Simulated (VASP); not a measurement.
In:

```
CELL_PARAMETERS angstrom
0.00000 3.28019 3.28019
3.28019 0.00000 3.28019
3.28019 3.28019 0.00000
ATOMIC_POSITIONS crystal
In 0.12500 0.12500 0.12500
In 0.87500 0.87500 0.87500
```

This isn't the form of In at room conditions, which is tetragonal.

| Quantity | Value |
| --- | --- |
| Program | VASP 6.6.1 |
| Task | relaxation of cell and atoms |
| Functional | RPBE |
| Potentials or basis | VASP PAW PBE potentials, release 64 (In_d) |
| Cutoff | 600 eV |
| k mesh | 8 × 8 × 8 |
| Occupations | fermi-dirac, width 0.1 eV |
| Spin | no spin polarisation |

At the start: pressure 3.4 GPa; volume 35.29 Å³/atom.

Problem. How do energy, volume and symmetry change on relaxing?

Solution. Over 5 steps the energy falls by 46.4 meV/atom and the volume is 40.52 Å³/atom (+14.8 %); space group Fd-3m (No. 227, to 0.1 Å) before and after.

The path:
```tsv
step	energy change (eV)	largest force (eV/Å)	pressure (GPa)	volume (Å³)
1	0.0000	0.0000	3.43	70.59
2	-0.0895	0.0000	0.52	78.59
3	-0.0926	0.0000	-0.17	81.56
4	-0.0928	0.0000	0.06	80.82
5	-0.0928	0.0000	-0.01	81.03
```

Final structure:
```yaml
crystal:
  lattice:
    - [0.00000, 3.43457, 3.43457]
    - [3.43457, 0.00000, 3.43457]
    - [3.43457, 3.43457, 0.00000]
  atoms:
    - { symbol: In, position: [0.12500, 0.12500, 0.12500] }
    - { symbol: In, position: [0.87500, 0.87500, 0.87500] }
```

Caveat: the PAW data sets were made with another functional, which shifts forces and pressure a little.
